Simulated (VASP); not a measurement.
A run of VASP 6.6.1 is set up as follows.

Contents of INCAR:

```
PREC = Accurate ; ENCUT = 520
EDIFF = 1E-6 ; ISMEAR = 0
SIGMA = 0.1 ; LREAL = False
LASPH = True ; NELM = 80
ALGO = Normal ; ISIF = 2
LWAVE = False ; LCHARG = True
GGA = PE ; LELF = True
LVHAR = True ; NBANDS = 12
```

The input KPOINTS:

```
Automatic mesh
0
Gamma
  8 8 6
```

POSCAR

```
SiN
1.0
    2.5972690247      0.0000000000      0.0000000000
    0.0000000000      2.5972690247      0.0000000000
    0.0000000000      0.0000000000      3.4042776146
Si N
1 1
Direct
    0.5000000000      0.5000000000      0.5000000000
    0.0000000000      0.0000000000      0.0000000000
```

Potentials or basis: VASP PAW PBE potentials, release 64 (Si, N).

Command:

```sh
$ cat potpaw_PBE.64/Si/POTCAR potpaw_PBE.64/N/POTCAR > POTCAR
$ mpirun -np 1 vasp_std > vasp.out
```

Task: What does it give for the pressure?

Result: -13.3 GPa.

Stress tensor (GPa, compression positive):
```
 -1.35   0.00   0.00
  0.00  -1.35   0.00
  0.00   0.00 -37.15
```
